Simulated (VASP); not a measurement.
# B4MoRu (F-43m) in VASP: notebook

B4MoRu is run at these levels: PBE; tasks: single point, relaxation of cell and atoms.

All numbers are computed with VASP 6.6.1; they aren't measurements. Logs are shortened: lines on timing, memory, paths and dates and some standing lists are left out, and cuts for length are marked.

## Step 1: The cell of the first run

The structure is cubic, space group F-43m (No. 216). The conventional cell has a = 5.920 Å, b = 5.920 Å, c = 5.920 Å, α = 90.00°, β = 90.00°, γ = 90.00°. Within 2.6 Å of B (site symmetry 3m) lie 6 B at 1.97 to 2.22 Å and 3 Ru at 2.44 Å and 3 Mo at 2.47 Å. Mo (site symmetry -43m) has 12 B at 2.47 Å and 4 Ru at 2.56 Å within 3.3 Å. Ru (site symmetry -43m) has 12 B at 2.44 Å and 4 Mo at 2.56 Å within 3.2 Å.

The cell was generated, and may not be a known phase.

## Step 2: Single point, PBE

File INCAR:

```
SYSTEM = B4MoRu
PREC = Accurate ; ENCUT = 520
EDIFF = 1E-6 ; ISMEAR = 0
SIGMA = 0.1 ; LREAL = .FALSE.
LASPH = .TRUE. ; NELM = 60
ALGO = Normal ; ISIF = 2
LWAVE = .FALSE. ; LCHARG = .FALSE.
GGA = PE ; NBANDS = 29
```

File KPOINTS:

```
regular mesh
0
G
  12 12 12
  0 0 0
```

File POSCAR:

```
B4MoRu
1.0
    0.0000000000      2.9601682351      2.9601682351
    2.9601682351      0.0000000000      2.9601682351
    2.9601682351      2.9601682351      0.0000000000
B Mo Ru
4 1 1
Direct
    0.3826243591      0.3826243591      0.8521269227
    0.8521269227      0.3826243591      0.3826243591
    0.3826243591      0.3826243591      0.3826243591
    0.3826243591      0.8521269227      0.3826243591
    0.0000000000      0.0000000000      0.0000000000
    0.7500000000      0.7500000000      0.7500000000
```

Potentials or basis: VASP PAW PBE potentials, release 64 (B, Mo_sv, Ru_pv).

Started as:

```console
$ cat potpaw_PBE.64/B/POTCAR potpaw_PBE.64/Mo_sv/POTCAR potpaw_PBE.64/Ru_pv/POTCAR > POTCAR
$ mpirun -np 1 vasp_std > vasp.out
```

OUTCAR:

```text
SYSTEM = B4MoRu
   PREC = Accurate
   ENCUT = 520
   EDIFF = 1E-6
   ISMEAR = 0
   LREAL = .FALSE.
   LASPH = .TRUE.
   NELM = 60
   ISIF = 2
   GGA = PE

 ion  position               nearest neighbor table
   1  0.383  0.383  0.852-   2 1.97   3 1.97   4 1.97   6 2.44   6 2.44   6 2.44   5 2.47   5 2.47
                             5 2.47
   2  0.852  0.383  0.383-   1 1.97   3 1.97   4 1.97   6 2.44   6 2.44   6 2.44   5 2.47   5 2.47
                             5 2.47
   3  0.383  0.383  0.383-   1 1.97   2 1.97   4 1.97   6 2.44   6 2.44   6 2.44   5 2.47   5 2.47
                             5 2.47
   4  0.383  0.852  0.383-   1 1.97   2 1.97   3 1.97   6 2.44   6 2.44   6 2.44   5 2.47   5 2.47
                             5 2.47
   5  0.000  0.000  0.000-   2 2.47   4 2.47   1 2.47   2 2.47   1 2.47   4 2.47   4 2.47   1 2.47
                             3 2.47   3 2.47   3 2.47   2 2.47   6 2.56   6 2.56   6 2.56   6 2.56
   6  0.750  0.750  0.750-   1 2.44   3 2.44   4 2.44   1 2.44   2 2.44   3 2.44   2 2.44   3 2.44
                             4 2.44   1 2.44   2 2.44   4 2.44   5 2.56   5 2.56   5 2.56   5 2.56

  LATTYP: Found a face centered cubic cell.
 ALAT       =     5.9203364702

  Lattice vectors:

 A1 = (   0.0000000000,   2.9601682351,   2.9601682351)
 A2 = (   2.9601682351,   0.0000000000,   2.9601682351)
 A3 = (   2.9601682351,   2.9601682351,   0.0000000000)

Analysis of symmetry for initial positions (statically):
=====================================================================
 Subroutine PRICEL returns:
 Original cell was already a primitive cell.

 Routine SETGRP: Setting up the symmetry group for a
 face centered cubic supercell.

 Subroutine GETGRP returns: Found 24 space group operations
 (whereof 24 operations were pure point group operations)
 out of a pool of 48 trial point group operations.

The static configuration has the point symmetry T_d .

Analysis of symmetry for dynamics (positions and initial velocities):
=====================================================================
 Subroutine PRICEL returns:
 Original cell was already a primitive cell.

 Routine SETGRP: Setting up the symmetry group for a
 face centered cubic supercell.

 Subroutine GETGRP returns: Found 24 space group operations
 (whereof 24 operations were pure point group operations)
 out of a pool of 48 trial point group operations.

The dynamic configuration has the point symmetry T_d .

 Subroutine INISYM returns: Found 24 space group operations
 (whereof 24 operations are pure point group operations),
 and found     1 'primitive' translations

----------------------------------------------------------------------------------------

                                     Primitive cell

  volume of cell :      51.8775

  direct lattice vectors                    reciprocal lattice vectors
     0.000000000  2.960168235  2.960168235    -0.168909319  0.168909319  0.168909319
     2.960168235  0.000000000  2.960168235     0.168909319 -0.168909319  0.168909319
     2.960168235  2.960168235  0.000000000     0.168909319  0.168909319 -0.168909319

  length of vectors
     4.186310065  4.186310065  4.186310065     0.292559522  0.292559522  0.292559522

  position of ions in fractional coordinates (direct lattice)
     0.382624359  0.382624359  0.852126923
     0.852126923  0.382624359  0.382624359
     0.382624359  0.382624359  0.382624359
     0.382624359  0.852126923  0.382624359
     0.000000000  0.000000000  0.000000000
     0.750000000  0.750000000  0.750000000

  ion indices of the primitive-cell ions
   primitive index   ion index
                 1           1
                 2           2
                 3           3
                 4           4
                 5           5
                 6           6

----------------------------------------------------------------------------------------

 KPOINTS: regular mesh

Automatic generation of k-mesh.
 Grid dimensions read from file:
 generate k-points for:   12   12   12

 Generating k-lattice:

  Cartesian coordinates                     Fractional coordinates (reciprocal lattice)
    -0.014075777  0.014075777  0.014075777     0.083333333  0.000000000  0.000000000
     0.014075777 -0.014075777  0.014075777     0.000000000  0.083333333  0.000000000
     0.014075777  0.014075777 -0.014075777     0.000000000  0.000000000  0.083333333

  Length of vectors
     0.024379960  0.024379960  0.024379960

  Shift w.r.t. Gamma in fractional coordinates (k-lattice)
     0.000000000  0.000000000  0.000000000

 Subroutine IBZKPT returns following result:
 ===========================================

 Found     72 irreducible k-points:

 Following reciprocal coordinates:
            Coordinates               Weight
  0.000000  0.000000  0.000000      1.000000
  0.083333  0.000000  0.000000      8.000000
  0.166667  0.000000  0.000000      8.000000
  0.250000  0.000000  0.000000      8.000000
  0.333333  0.000000  0.000000      8.000000
  0.416667  0.000000  0.000000      8.000000
[... 16 lines left out ...]
  0.500000  0.166667  0.000000     24.000000
 -0.416667  0.166667  0.000000     24.000000
 [... further k-points ...]
   k-points           NKPTS =     72   k-points in BZ     NKDIM =     72   number of bands    NBANDS=     29
   number of dos      NEDOS =    301   number of ions     NIONS =      6
   total plane-waves  NPLWV =  32768
   dimension x,y,z NGX =    32 NGY =   32 NGZ =   32
   dimension x,y,z NGXF=    64 NGYF=   64 NGZF=   64
   ions per type =               4   1   1
   NGX,Y,Z   is equivalent  to a cutoff of  12.71, 12.71, 12.71 a.u.
   NGXF,Y,Z  is equivalent  to a cutoff of  25.42, 25.42, 25.42 a.u.
 SYSTEM =  B4MoRu
   PREC   = accura    normal or accurate (medium, high low for compatibility)
   ISTART =      0    job   : 0-new  1-cont  2-samecut
   ICHARG =      2    charge: 1-file 2-atom 10-const
   ISPIN  =      1    spin polarized calculation?
   LNONCOLLINEAR =      F non collinear calculations
   LSORBIT =      F    spin-orbit coupling
   LASPH  =      T    aspherical Exc in radial PAW
   ENCUT  =  520.0 eV  38.22 Ry    6.18 a.u.   7.78  7.78  7.78*2*pi/ulx,y,z
   NELM   =     60;   NELMIN=  2; NELMDL= -5     # of ELM steps
   EDIFF  = 0.1E-05   stopping-criterion for ELM
   LREAL  =      F    real-space projection
   EDIFFG = 0.1E-04   stopping-criterion for IOM
   NSW    =      0    number of steps for IOM
   IBRION =     -1    ionic relax: 0-MD 1-quasi-New 2-CG
   NFREE  =      0    steps in history (QN), initial steepest desc. (CG)
   ISIF   =      2    stress and relaxation
   ISYM   =      2    0-nonsym 1-usesym 2-fastsym
   POTIM  = 0.5000    time-step for ionic-motion
   TEBEG  =    0.0;   TEEND  =   0.0 temperature during run
   PSTRESS=    0.0 pullay stress
   NELECT =      40.0000    total number of electrons
   NUPDOWN=      -1.0000    fix difference up-down
   EMIN   =  10.00;   EMAX   =-10.00  energy-range for DOS
   EFERMI =   0.00;   METHOD = LEGACY
   ISMEAR =     0;   SIGMA  =   0.10  broadening in eV -4-tet -1-fermi 0-gaus
   EFERMI_NEDOS =   21; number of points for ismear=-14 and -15
   IALGO  =     38    algorithm
   IMIX   =      4    mixing-type and parameters
     AMIX     =   0.40;   BMIX     =  1.00
     AMIX_MAG =   1.60;   BMIX_MAG =  1.00
  volume/ion in A,a.u.               =       8.65        58.35
  Fermi-wavevector in a.u.,A,eV,Ry     =   1.501188  2.836834 30.661621  2.253566
  Thomas-Fermi vector in A             =   2.612591
   LORBIT       =      0    0 simple, 1 ext, 2 COOP (PROOUT), +10 PAW based schemes
   GGA     = PE    functional components
   LHFCALC =     F    Hartree Fock is set to
   AEXX    =    0.0000 exact exchange contribution
   IVDW    =     0    specifies the selected vdW correction
   LEPSILON=     F    determine dielectric tensor
   LRPA    =     F    only Hartree local field effects (RPA)
 non-spin polarized calculation
 Gauss-broadening in eV      SIGMA  =   0.10
  energy-cutoff  :      520.00
  volume of cell :       51.88
 maximum number of plane-waves:      1411
   NGX = 15   NGY = 15   NGZ = 15

 number of electron      39.9999999 magnetization

 Free energy of the ion-electron system (eV)
  ---------------------------------------------------
  ext. energy  EPLUGINS =         0.00000000
  ---------------------------------------------------
  free energy    TOTEN  =       -43.75756264 eV

  energy without entropy =      -43.74566545  energy(sigma->0) =      -43.75161405

 E-fermi :  12.4501     XC(G=0): -13.5215

 val. band max:       12.4001763747   @ k =   0.4167   0.0000   0.0000
 cond. band min:      12.4593580116   @ k =   0.2500   0.0833   0.0000
 fundamental gap:      0.0591816369
 Fermi energy:        12.4501350516

 k-point     1 :       0.0000    0.0000    0.0000
  band No.  band energies     occupation
      1     -48.8022      2.00000
      2     -31.2504      2.00000
      3     -31.2504      2.00000
      4     -31.2504      2.00000
      5     -23.0260      2.00000
      6     -23.0260      2.00000
[... 21 lines left out ...]
     28      18.1571      0.00000
     29      20.1786      0.00000

 k-point     2 :       0.0833    0.0000    0.0000
  band No.  band energies     occupation
      1     -48.8022      2.00000
      2     -31.2508      2.00000
      3     -31.2508      2.00000
      4     -31.2505      2.00000
      5     -23.0277      2.00000
      6     -23.0256      2.00000
[... 21 lines left out ...]
     28      17.7354      0.00000
     29      20.0565      0.00000

 k-point     3 :       0.1667    0.0000    0.0000
  band No.  band energies     occupation
      1     -48.8024      2.00000
      2     -31.2518      2.00000
      3     -31.2518      2.00000
      4     -31.2509      2.00000
      5     -23.0322      2.00000
      6     -23.0246      2.00000
[... 638 lines left out ...]
      5     -23.0504      2.00000
      6     -23.0222      2.00000
[... 21 lines left out ...]
     28      17.7159      0.00000
     29      17.9402      0.00000

 k-point    24 :      -0.4167    0.1667    0.0000
  band No.  band energies     occupation
      1     -48.8033      2.00000
      2     -31.2631      2.00000
      3     -31.2571      2.00000
      4     -31.2455      2.00000
      5     -23.0498      2.00000
      6     -23.0226      2.00000
[... 21 lines left out ...]
     28      17.6422      0.00000
     29      18.1964      0.00000

 [... further k-points ...]
[... 5 lines left out ...]
  --------------------------------------------------------------------------------------
  -------------------------------------------------------------------------------------
  Total        0.0974923      0.0974923      0.0974923      0.0000000      0.0000000     -0.0000000
  in kB        3.0109374      3.0109374      3.0109374      0.0000000      0.0000000     -0.0000000
  external PRESSURE =       3.0109374 kB  Pullay stress =       0.0000000 kB

 VOLUME and BASIS-vectors are now :
 -----------------------------------------------------------------------------
  energy-cutoff  :      520.00
  volume of cell :       51.88
      direct lattice vectors                 reciprocal lattice vectors
     0.000000000  2.960168235  2.960168235    -0.168909319  0.168909319  0.168909319
     2.960168235  0.000000000  2.960168235     0.168909319 -0.168909319  0.168909319
     2.960168235  2.960168235  0.000000000     0.168909319  0.168909319 -0.168909319

 POSITION                                       TOTAL-FORCE (eV/Angst)
 -----------------------------------------------------------------------------------
      3.65507      3.65507      2.26526         0.002145      0.002145     -0.002145
      2.26526      3.65507      3.65507        -0.002145      0.002145      0.002145
      2.26526      2.26526      2.26526        -0.002145     -0.002145     -0.002145
      3.65507      2.26526      3.65507         0.002145     -0.002145      0.002145
      0.00000      0.00000      0.00000         0.000000      0.000000      0.000000
      4.44025      4.44025      4.44025         0.000000      0.000000     -0.000000
 -----------------------------------------------------------------------------------
    total drift:                               -0.000000     -0.000000     -0.000000

  FREE ENERGIE OF THE ION-ELECTRON SYSTEM (eV)
  ---------------------------------------------------
  free  energy   TOTEN  =       -43.7575626430 eV

  energy  without entropy=      -43.7456654500  energy(sigma->0) =      -43.75161405
```

Wall time 3 min (1 thread of Intel Xeon 8259CL, shared host); peak memory 0.25 GiB.

Results:

- Free energy: -43.7576 eV
- Pressure: 0.3 GPa
- Largest force: 0.004 eV/Å
- Band gap on the k mesh: zero (bands 20 and 21 overlap by 1.88 eV)

Forces in eV/Å, atoms in the order of the input:
```
B    0.002  0.002 -0.002
B   -0.002  0.002  0.002
B   -0.002 -0.002 -0.002
B    0.002 -0.002  0.002
Mo   0.000  0.000  0.000
Ru   0.000  0.000  0.000
```

Levels at points of the mesh, in eV from the Fermi level:
```
           k point  band 17  band 18  band 19  band 20  band 21  band 22  band 23  band 24
(0.00, 0.00, 0.00)    -5.74     0.45     0.45     0.45     0.45     0.45     2.66     4.05
(0.50, 0.00, 0.00)    -3.99    -0.67    -0.67     0.15     0.94     0.94     2.42     2.72
(0.50, 0.50, 0.00)    -3.72    -2.55    -2.19    -1.30    -1.30     0.43     1.37     3.59
```

(Continued in part 2 of 2.)

The gap in the log of VASP goes by the Fermi energy; the results here count the filled bands.